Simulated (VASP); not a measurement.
A run of VASP 6.6.1:

INCAR

```
SYSTEM = Tl
PREC = Accurate ; ENCUT = 600
EDIFF = 1E-7 ; ISMEAR = -1
SIGMA = 0.1 ; LREAL = .FALSE.
LASPH = .TRUE. ; NELM = 100
ALGO = Normal ; ISIF = 3
LWAVE = .FALSE. ; LCHARG = .FALSE.
GGA = PS ; IBRION = 2
NSW = 80 ; EDIFFG = -0.01
```

KPOINTS

```
regular mesh
0
G
  11 11 11
  0 0 0
```

The input POSCAR:

```
Tl
1.0
    0.0000000000      2.4112096569      2.4112096569
    2.4112096569      0.0000000000      2.4112096569
    2.4112096569      2.4112096569      0.0000000000
Tl
1
Direct
    0.0000000000      0.0000000000      0.0000000000
```

Potentials or basis: VASP PAW PBE potentials, release 64 (Tl_d).

Launch:

```console
$ cat potpaw_PBE.64/Tl_d/POTCAR > POTCAR
$ mpirun -np 1 vasp_std > vasp.out
```

Hardware: 1 thread of Intel Xeon 8259CL, on a shared host.

Question: Estimate the wall time of this run.

Answer: Wall time 45 s on 1 thread of Intel Xeon 8259CL, with other jobs on the host, peak memory 0.18 GiB. Counts: scf iterations 18, k points 56, ion steps 2.
